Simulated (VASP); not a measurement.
Wanted: the native input for a VASP 6.6.1 run.

* Task: single point
* Functional: r2SCAN
* Potentials or basis: VASP PAW PBE potentials, release 64 (Au)
* Cutoff: 520 eV
* k mesh: 12 × 12 × 7
* Occupations: gaussian, width 0.1 eV
* Spin: no spin polarisation
* Dipole correction: no
* Further INCAR settings: ALGO = Normal; EDIFF = 1e-07; NBANDS = 18

The system is Au.

```
CELL_PARAMETERS angstrom
2.89029 0.00000 0.00000
-1.44515 2.50307 0.00000
0.00000 0.00000 4.86472
ATOMIC_POSITIONS crystal
Au 0.33333 0.66667 0.75000
Au 0.66667 0.33333 0.25000
```

One way to write it, as run:

POSCAR

```
Au
1.0
    2.8902925733      0.0000000000      0.0000000000
   -1.4451462866      2.5030667928      0.0000000000
    0.0000000000      0.0000000000      4.8647156959
Au
2
Direct
    0.3333333333      0.6666666667      0.7500000000
    0.6666666667      0.3333333333      0.2500000000
```

INCAR.step1

```
PREC     = Accurate       # precision mode
ENCUT    = 520            # plane-wave cutoff, eV
ISMEAR   = 0              # smearing method
SIGMA    = 0.1            # smearing width, eV
LREAL    = F              # projectors in reciprocal space
LASPH    = T              # aspherical terms in the spheres
NELM     = 100            # most SCF steps
NBANDS   = 18             # bands
GGA      = PE             # functional
ALGO     = Normal         # electronic algorithm
EDIFF    = 1E-4           # SCF threshold, eV
LWAVE    = T              # write WAVECAR
LCHARG   = F              # write CHGCAR
```

INCAR.step2

```
PREC     = Accurate       # precision mode
ENCUT    = 520            # plane-wave cutoff, eV
EDIFF    = 1E-7           # SCF threshold, eV
ISMEAR   = 0              # smearing method
SIGMA    = 0.1            # smearing width, eV
LREAL    = F              # projectors in reciprocal space
LASPH    = T              # aspherical terms in the spheres
NELM     = 100            # most SCF steps
ALGO     = Normal         # electronic algorithm
ISIF     = 2              # what is computed and relaxed
LWAVE    = F              # write WAVECAR
LCHARG   = T              # write CHGCAR
METAGGA  = R2SCAN         # meta-GGA
LMIXTAU  = T            
LELF     = T              # ELF
LVHAR    = T            
NBANDS   = 18             # bands
ISTART   = 1
```

KPOINTS

```
Automatic mesh
0
Gamma
  12 12 7
```

Potentials or basis: VASP PAW PBE potentials, release 64 (Au).

Launch:

```console
$ cat potpaw_PBE.64/Au/POTCAR > POTCAR
$ cp INCAR.step1 INCAR
$ mpirun -np 1 vasp_std > vasp.out
$ cp INCAR.step2 INCAR
$ mpirun -np 1 vasp_std > vasp.out
```

It gave:

```yaml
Pressure: 0.4 GPa
Band_gap_on_the_k_mesh: zero (band 11 reaches 12.75 eV, above the bottom of band 12 at 6.11 eV)
```

Caveat: the PAW data sets were made with another functional, which shifts forces and pressure a little; spin-orbit coupling is left out, which moves the levels of the heavy elements.

Wall time 88 s on 1 thread of Intel(R) Xeon(R) 6975P-C (Granite Rapids), on a shared host, peak memory 0.18 GiB.
